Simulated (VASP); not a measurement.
# Nb (I4/mmm) in VASP: notebook

Nb is run at these levels: PBEsol; tasks: single point.

Program: VASP 6.6.1. These are calculated values, not measurements. Logs are shortened: lines on timing, memory, paths and dates and some standing lists are left out, and cuts for length are marked.

### 1 The cell of the first run

Symmetry: I4/mmm, No. 139, tetragonal system. The conventional cell has a = 2.991 Å, b = 2.991 Å, c = 4.568 Å, α = 90.00°, β = 90.00°, γ = 90.00°. Within 3.9 Å of Nb (site symmetry 4/mmm) lie 12 Nb at 2.99 to 3.11 Å.

### 2 Single point, PBEsol (strain +0.000 along x and y, +0.080 along z)

INCAR

```
ALGO     = Fast           # electronic algorithm
EDIFF    = 1E-6           # SCF threshold, eV
ENCUT    = 520            # plane-wave cutoff, eV
GGA      = PS             # functional
ISIF     = 2              # what is computed and relaxed
ISMEAR   = 0              # smearing method
LASPH    = True           # aspherical terms in the spheres
LCHARG   = False          # write CHGCAR
LREAL    = False          # projectors in reciprocal space
LWAVE    = False          # write WAVECAR
NBANDS   = 12             # bands
NELM     = 80             # most SCF steps
PREC     = Accurate       # precision mode
SIGMA    = 0.15           # smearing width, eV
```

KPOINTS

```
k-points
0
Gamma
  20 20 20
```

POSCAR

```
Nb
1.0
    0.0000000000      2.1150000000      2.2842000000
    2.1150000000      0.0000000000      2.2842000000
    2.1150000000      2.1150000000      0.0000000000
Nb
1
Direct
    0.0000000000      0.0000000000      0.0000000000
```

Potentials or basis: VASP PAW PBE potentials, release 64 (Nb_sv).

Command:

```
$ cat potpaw_PBE.64/Nb_sv/POTCAR > POTCAR
$ mpirun -np 1 vasp_std > vasp.out
```

OUTCAR:

```text
EDIFF = 1E-6
   ENCUT = 520
   GGA = PS
   ISIF = 2
   ISMEAR = 0
   LASPH = True
   LREAL = False
   NELM = 80
   PREC = Accurate

 ion  position               nearest neighbor table
   1  0.000  0.000  0.000-

  LATTYP: Found a body centered tetragonal cell.
 ALAT       =     2.9910616844
 C/A-ratio  =     1.5273506474

  Lattice vectors:

 A1 = (  -2.1150000000,   0.0000000000,   2.2842000000)
 A2 = (   2.1150000000,   0.0000000000,   2.2842000000)
 A3 = (   0.0000000000,   2.1150000000,  -2.2842000000)

Analysis of symmetry for initial positions (statically):
=====================================================================
 Subroutine PRICEL returns:
 Original cell was already a primitive cell.

 Routine SETGRP: Setting up the symmetry group for a
 body centered tetragonal supercell.

 Subroutine GETGRP returns: Found 16 space group operations
 (whereof 16 operations were pure point group operations)
 out of a pool of 16 trial point group operations.

The static configuration has the point symmetry D_4h.

Analysis of symmetry for dynamics (positions and initial velocities):
=====================================================================
 Subroutine PRICEL returns:
 Original cell was already a primitive cell.

 Routine SETGRP: Setting up the symmetry group for a
 body centered tetragonal supercell.

 Subroutine GETGRP returns: Found 16 space group operations
 (whereof 16 operations were pure point group operations)
 out of a pool of 16 trial point group operations.

The dynamic configuration has the point symmetry D_4h.

 Subroutine INISYM returns: Found 16 space group operations
 (whereof 16 operations are pure point group operations),
 and found     1 'primitive' translations

----------------------------------------------------------------------------------------

                                     Primitive cell

  volume of cell :      20.4355

  direct lattice vectors                    reciprocal lattice vectors
     0.000000000  2.115000000  2.284200000    -0.236406619  0.236406619  0.218895018
     2.115000000  0.000000000  2.284200000     0.236406619 -0.236406619  0.218895018
     2.115000000  2.115000000  0.000000000     0.236406619  0.236406619 -0.218895018

  length of vectors
     3.113004118  3.113004118  2.991061684     0.399613824  0.399613824  0.399613824

  position of ions in fractional coordinates (direct lattice)
     0.000000000  0.000000000  0.000000000

  ion indices of the primitive-cell ions
   primitive index   ion index
                 1           1

----------------------------------------------------------------------------------------

 KPOINTS: k-points

Automatic generation of k-mesh.
 Grid dimensions read from file:
 generate k-points for:   20   20   20

 Generating k-lattice:

  Cartesian coordinates                     Fractional coordinates (reciprocal lattice)
    -0.011820331  0.011820331  0.010944751     0.050000000 -0.000000000  0.000000000
     0.011820331 -0.011820331  0.010944751    -0.000000000  0.050000000  0.000000000
     0.011820331  0.011820331 -0.010944751     0.000000000  0.000000000  0.050000000

  Length of vectors
     0.019980691  0.019980691  0.019980691

  Shift w.r.t. Gamma in fractional coordinates (k-lattice)
     0.000000000  0.000000000  0.000000000

 Subroutine IBZKPT returns following result:
 ===========================================

 Found    641 irreducible k-points:

 Following reciprocal coordinates:
            Coordinates               Weight
  0.000000  0.000000  0.000000      1.000000
  0.050000  0.000000  0.000000      8.000000
  0.100000  0.000000  0.000000      8.000000
  0.150000  0.000000  0.000000      8.000000
  0.200000  0.000000  0.000000      8.000000
  0.250000  0.000000  0.000000      8.000000
[... 16 lines left out ...]
 -0.400000  0.050000  0.000000      8.000000
 -0.350000  0.050000  0.000000      8.000000
 [... further k-points ...]
   k-points           NKPTS =    641   k-points in BZ     NKDIM =    641   number of bands    NBANDS=     12
   number of dos      NEDOS =    301   number of ions     NIONS =      1
   total plane-waves  NPLWV =  13824
   dimension x,y,z NGX =    24 NGY =   24 NGZ =   24
   dimension x,y,z NGXF=    48 NGYF=   48 NGZF=   48
   ions per type =               1
   NGX,Y,Z   is equivalent  to a cutoff of  12.82, 12.82, 13.34 a.u.
   NGXF,Y,Z  is equivalent  to a cutoff of  25.63, 25.63, 26.68 a.u.
 SYSTEM =  unknown system
   PREC   = accura    normal or accurate (medium, high low for compatibility)
   ISTART =      0    job   : 0-new  1-cont  2-samecut
   ICHARG =      2    charge: 1-file 2-atom 10-const
   ISPIN  =      1    spin polarized calculation?
   LNONCOLLINEAR =      F non collinear calculations
   LSORBIT =      F    spin-orbit coupling
   LASPH  =      T    aspherical Exc in radial PAW
   ENCUT  =  520.0 eV  38.22 Ry    6.18 a.u.   5.79  5.79  5.56*2*pi/ulx,y,z
   NELM   =     80;   NELMIN=  2; NELMDL= -5     # of ELM steps
   EDIFF  = 0.1E-05   stopping-criterion for ELM
   LREAL  =      F    real-space projection
   EDIFFG = 0.1E-04   stopping-criterion for IOM
   NSW    =      0    number of steps for IOM
   IBRION =     -1    ionic relax: 0-MD 1-quasi-New 2-CG
   NFREE  =      0    steps in history (QN), initial steepest desc. (CG)
   ISIF   =      2    stress and relaxation
   ISYM   =      2    0-nonsym 1-usesym 2-fastsym
   POTIM  = 0.5000    time-step for ionic-motion
   TEBEG  =    0.0;   TEEND  =   0.0 temperature during run
   PSTRESS=    0.0 pullay stress
   NELECT =      13.0000    total number of electrons
   NUPDOWN=      -1.0000    fix difference up-down
   EMIN   =  10.00;   EMAX   =-10.00  energy-range for DOS
   EFERMI =   0.00;   METHOD = LEGACY
   ISMEAR =     0;   SIGMA  =   0.15  broadening in eV -4-tet -1-fermi 0-gaus
   EFERMI_NEDOS =   21; number of points for ismear=-14 and -15
   IALGO  =     68    algorithm
   IMIX   =      4    mixing-type and parameters
     AMIX     =   0.40;   BMIX     =  1.00
     AMIX_MAG =   1.60;   BMIX_MAG =  1.00
  volume/ion in A,a.u.               =      20.44       137.91
  Fermi-wavevector in a.u.,A,eV,Ry     =   1.407973  2.660683 26.972026  1.982388
  Thomas-Fermi vector in A             =   2.530178
   LORBIT       =      0    0 simple, 1 ext, 2 COOP (PROOUT), +10 PAW based schemes
   GGA     = PS    functional components
   LHFCALC =     F    Hartree Fock is set to
   AEXX    =    0.0000 exact exchange contribution
   IVDW    =     0    specifies the selected vdW correction
   LEPSILON=     F    determine dielectric tensor
   LRPA    =     F    only Hartree local field effects (RPA)
 non-spin polarized calculation
 RMM-DIIS sequential band-by-band and
 Gauss-broadening in eV      SIGMA  =   0.15
  energy-cutoff  :      520.00
  volume of cell :       20.44
 maximum number of plane-waves:       576
   NGX = 11   NGY = 11   NGZ = 11

 number of electron      13.0000000 magnetization

 Free energy of the ion-electron system (eV)
  ---------------------------------------------------
  ext. energy  EPLUGINS =         0.00000000
  ---------------------------------------------------
  free energy    TOTEN  =       -10.52089777 eV

  energy without entropy =      -10.50250938  energy(sigma->0) =      -10.51170358

 E-fermi :   9.6599     XC(G=0): -11.9889

 val. band max:        9.6597937969   @ k =  -0.3500   0.0000   0.1000
 cond. band min:       9.6601811137   @ k =  -0.4000  -0.0000   0.2500
 fundamental gap:      0.0003873167
 Fermi energy:         9.6599173249

 k-point     1 :       0.0000    0.0000    0.0000
  band No.  band energies     occupation
      1     -45.1042      2.00000
      2     -20.6667      2.00000
      3     -20.6347      2.00000
      4     -20.6347      2.00000
      5       3.6731      2.00000
      6       9.3157      1.99883
      7      10.1612      0.00000
      8      10.1612      0.00000
      9      11.5347      0.00000
     10      12.6735      0.00000
     11      21.4939      0.00000
     12      24.5476      0.00000

 k-point     2 :       0.0500    0.0000    0.0000
  band No.  band energies     occupation
      1     -45.1008      2.00000
      2     -20.6784      2.00000
      3     -20.6508      2.00000
      4     -20.6364      2.00000
      5       3.7587      2.00000
      6       9.3314      1.99804
      7      10.1155      0.00002
      8      10.2006      0.00000
      9      11.5160      0.00000
     10      12.6275      0.00000
     11      21.6624      0.00000
     12      24.5722      0.00000

 k-point     3 :       0.1000    0.0000    0.0000
  band No.  band energies     occupation
      1     -45.0911      2.00000
      2     -20.7379      2.00000
      3     -20.6718      2.00000
      4     -20.6416      2.00000
      5       4.0081      2.00000
      6       9.3462      1.99690
      7      10.0143      0.00084
      8      10.3101      0.00000
      9      11.4857      0.00000
     10      12.5077      0.00000
     11      22.1268      0.00000
     12      24.3416      0.00000
[... 286 lines left out ...]
 k-point    23 :      -0.4000    0.0500    0.0000
  band No.  band energies     occupation
      1     -44.9729      2.00000
      2     -21.5074      2.00000
      3     -20.8289      2.00000
      4     -20.6990      2.00000
      5       6.2280      2.00000
      6       9.3204      1.99863
      7      10.1774      0.00000
      8      10.2391      0.00000
      9      13.2856      0.00000
     10      14.0973      0.00000
     11      19.5323      0.00000
     12      21.6693      0.00000

 k-point    24 :      -0.3500    0.0500    0.0000
  band No.  band energies     occupation
      1     -44.9859      2.00000
      2     -21.4273      2.00000
      3     -20.8142      2.00000
      4     -20.6889      2.00000
      5       6.1735      2.00000
      6       9.4140      1.97959
      7       9.6801      0.84888
      8      10.3491      0.00000
      9      12.9003      0.00000
     10      13.6620      0.00000
     11      20.1337      0.00000
     12      22.4355      0.00000

 [... further k-points ...]

------------------------ aborting loop because EDIFF is reached ----------------------------------------

  FORCE on cell =-STRESS in cart. coord.  units (eV):
  Direction    XX          YY          ZZ          XY          YZ          ZX
  --------------------------------------------------------------------------------------
  -------------------------------------------------------------------------------------
  Total       -2.7113765     -2.7113765     -1.3551236      0.0000000     -0.0000000     -0.0000000
  in kB     -212.5766459   -212.5766459   -106.2440515      0.0000000     -0.0000000     -0.0000000
  external PRESSURE =    -177.1324477 kB  Pullay stress =       0.0000000 kB

 VOLUME and BASIS-vectors are now :
 -----------------------------------------------------------------------------
  energy-cutoff  :      520.00
  volume of cell :       20.44
      direct lattice vectors                 reciprocal lattice vectors
     0.000000000  2.115000000  2.284200000    -0.236406619  0.236406619  0.218895018
     2.115000000  0.000000000  2.284200000     0.236406619 -0.236406619  0.218895018
     2.115000000  2.115000000  0.000000000     0.236406619  0.236406619 -0.218895018

 POSITION                                       TOTAL-FORCE (eV/Angst)
 -----------------------------------------------------------------------------------
      0.00000      0.00000      0.00000         0.000000     -0.000000      0.000000
 -----------------------------------------------------------------------------------
    total drift:                               -0.000000      0.000000      0.000000

  FREE ENERGIE OF THE ION-ELECTRON SYSTEM (eV)
  ---------------------------------------------------
  free  energy   TOTEN  =       -10.5208977667 eV

  energy  without entropy=      -10.5025093840  energy(sigma->0) =      -10.51170358
```

Wall time 4.3 min (1 thread of Intel Xeon 8259CL, shared host); peak memory 0.27 GiB.

Results:

```
Free energy            : -10.5209 eV
Pressure               : -17.7 GPa
Band gap on the k mesh : zero (an odd number of electrons rules out a gap without spin polarisation)
```

Caveat: the cell differs from its parent crystal (strain +0.000 along x and y, +0.080 along z); the stress differs along the axes, from -21 to -11 GPa; the PAW data sets were made with another functional, which shifts forces and pressure a little.

### 3 Single point, PBEsol (strain +0.040 along x and y, +0.000 along z)

INCAR

```
SYSTEM = Nb
PREC = Accurate ; ENCUT = 520
EDIFF = 1E-6 ; ISMEAR = 0
SIGMA = 0.15 ; LREAL = .False.
LASPH = .True. ; NELM = 100
ALGO = Fast ; ISIF = 2
LWAVE = .False. ; LCHARG = .False.
GGA = PS ; NBANDS = 12
```

KPOINTS

```
Automatic mesh
0
Gamma
  20 20 20
  0 0 0
```

POSCAR

```
Nb
1.0
    0.0000000000      2.1996000000      2.1150000000
    2.1996000000      0.0000000000      2.1150000000
    2.1996000000      2.1996000000      0.0000000000
Nb
1
Direct
    0.0000000000      0.0000000000      0.0000000000
```

Potentials or basis: VASP PAW PBE potentials, release 64 (Nb_sv).

Command:

```
$ cat potpaw_PBE.64/Nb_sv/POTCAR > POTCAR
$ mpirun -np 1 vasp_std > vasp.out
```

It took 4.8 min on 1 thread of Intel Xeon 8259CL, shared host; peak memory 0.27 GiB.

The run converged. Its results:

- Free energy: -10.4895 eV
- Pressure: -17.4 GPa
- Band gap on the k mesh: zero (an odd number of electrons rules out a gap without spin polarisation)

Stress tensor (GPa, compression positive):
```
-14.86   0.00   0.00
  0.00 -14.86   0.00
  0.00   0.00 -22.51
```

Levels at points of the mesh, in eV from the Fermi level:
```csv
k point,band 2,band 3,band 4,band 5,band 6,band 7,band 8,band 9,band 10,band 11
"(0.00, 0.00, 0.00)",-30.34,-30.34,-30.34,-6.01,0.03,0.03,0.44,2.18,2.70,11.75
"(0.50, 0.00, 0.00)",-31.25,-30.49,-30.44,-3.52,-0.22,0.23,1.11,4.07,4.32,9.33
"(0.50, 0.50, 0.00)",-31.19,-30.70,-30.70,-3.60,-2.95,3.57,4.16,4.70,4.70,10.22
"(0.50, 0.00, 0.50)",-31.19,-30.68,-30.61,-3.61,-2.87,2.91,4.15,4.49,4.87,10.53
```

Caveat: the cell differs from its parent crystal (strain +0.040 along x and y, +0.000 along z); the stress differs along the axes, from -23 to -15 GPa; the PAW data sets were made with another functional, which shifts forces and pressure a little.

### 4 Single point, PBEsol (strain +0.040 along x and y, +0.080 along z)

INCAR

```
SYSTEM = Nb
PREC = Accurate
ENCUT = 520
EDIFF = 1E-7
ISMEAR = 0
SIGMA = 0.15
LREAL = .FALSE.
LASPH = .TRUE.
NELM = 80
ALGO = Fast
ISIF = 2
LWAVE = .FALSE.
LCHARG = .FALSE.
GGA = PS
NBANDS = 12
```

KPOINTS

```
regular mesh
0
G
  20 20 20
  0 0 0
```

POSCAR

```
Nb
1.0
    0.0000000000      2.1996000000      2.2842000000
    2.1996000000      0.0000000000      2.2842000000
    2.1996000000      2.1996000000      0.0000000000
Nb
1
Direct
    0.0000000000      0.0000000000      0.0000000000
```

Potentials or basis: VASP PAW PBE potentials, release 64 (Nb_sv).

Command:

```
$ cat potpaw_PBE.64/Nb_sv/POTCAR > POTCAR
$ mpirun -np 1 vasp_std > vasp.out
```

OUTCAR:

```text
SYSTEM = Nb
   PREC = Accurate
   ENCUT = 520
   EDIFF = 1E-7
   ISMEAR = 0
   LREAL = .FALSE.
   LASPH = .TRUE.
   NELM = 80
   ISIF = 2
   GGA = PS

 ion  position               nearest neighbor table
   1  0.000  0.000  0.000-

  LATTYP: Found a body centered tetragonal cell.
 ALAT       =     3.1107041518
 C/A-ratio  =     1.4686063917

  Lattice vectors:

 A1 = (  -2.1996000000,   0.0000000000,   2.2842000000)
 A2 = (   2.1996000000,   0.0000000000,   2.2842000000)
 A3 = (   0.0000000000,   2.1996000000,  -2.2842000000)

Analysis of symmetry for initial positions (statically):
=====================================================================
 Subroutine PRICEL returns:
 Original cell was already a primitive cell.

 Routine SETGRP: Setting up the symmetry group for a
 body centered tetragonal supercell.

 Subroutine GETGRP returns: Found 16 space group operations
 (whereof 16 operations were pure point group operations)
 out of a pool of 16 trial point group operations.

The static configuration has the point symmetry D_4h.

Analysis of symmetry for dynamics (positions and initial velocities):
[... 169 lines left out ...]
      3     -21.8535      2.00000
      4     -21.8535      2.00000
      5       2.9235      2.00000
      6       8.6429      1.46487
      7       9.0185      0.00349
      8       9.0185      0.00349
      9      10.6841      0.00000
     10      11.1660      0.00000
     11      20.3329      0.00000
     12      23.7928      0.00000
[... 331 lines left out ...]
 k-point    24 :      -0.3500    0.0500    0.0000
  band No.  band energies     occupation
      1     -46.1356      2.00000
      2     -22.4445      2.00000
      3     -21.9677      2.00000
      4     -21.9120      2.00000
      5       5.3903      2.00000
      6       8.5951      1.71546
      7       8.7001      1.06433
      8       9.1513      0.00003
      9      11.6346      0.00000
     10      12.2557      0.00000
     11      18.4808      0.00000
     12      21.0126      0.00000

 [... further k-points ...]

------------------------ aborting loop because EDIFF is reached ----------------------------------------

  FORCE on cell =-STRESS in cart. coord.  units (eV):
  Direction    XX          YY          ZZ          XY          YZ          ZX
  --------------------------------------------------------------------------------------
  -------------------------------------------------------------------------------------
  Total       -3.5827815     -3.5827815     -2.8623512      0.0000000      0.0000000     -0.0000000
  in kB     -259.7044294   -259.7044294   -207.4827304      0.0000000      0.0000000     -0.0000000
  external PRESSURE =    -242.2971964 kB  Pullay stress =       0.0000000 kB

 VOLUME and BASIS-vectors are now :
 -----------------------------------------------------------------------------
  energy-cutoff  :      520.00
  volume of cell :       22.10
      direct lattice vectors                 reciprocal lattice vectors
     0.000000000  2.199600000  2.284200000    -0.227314057  0.227314057  0.218895018
     2.199600000  0.000000000  2.284200000     0.227314057 -0.227314057  0.218895018
     2.199600000  2.199600000  0.000000000     0.227314057  0.227314057 -0.218895018

 POSITION                                       TOTAL-FORCE (eV/Angst)
 -----------------------------------------------------------------------------------
      0.00000      0.00000      0.00000        -0.000000     -0.000000      0.000000
 -----------------------------------------------------------------------------------
    total drift:                                0.000000      0.000000     -0.000000

  FREE ENERGIE OF THE ION-ELECTRON SYSTEM (eV)
  ---------------------------------------------------
  free  energy   TOTEN  =       -10.2735627324 eV

  energy  without entropy=      -10.2535219884  energy(sigma->0) =      -10.26354236
```

Wall time 5.6 min (1 thread of Intel Xeon 8259CL, shared host); peak memory 0.28 GiB.

What came out:

```yaml
Free_energy: -10.2736 eV
Pressure: -24.2 GPa
Band_gap_on_the_k_mesh: zero (an odd number of electrons rules out a gap without spin polarisation)
```

Caveat: the cell differs from its parent crystal (strain +0.040 along x and y, +0.080 along z); the stress differs along the axes, from -26 to -21 GPa; the PAW data sets were made with another functional, which shifts forces and pressure a little.

(Part 1 of 2 ends here.)
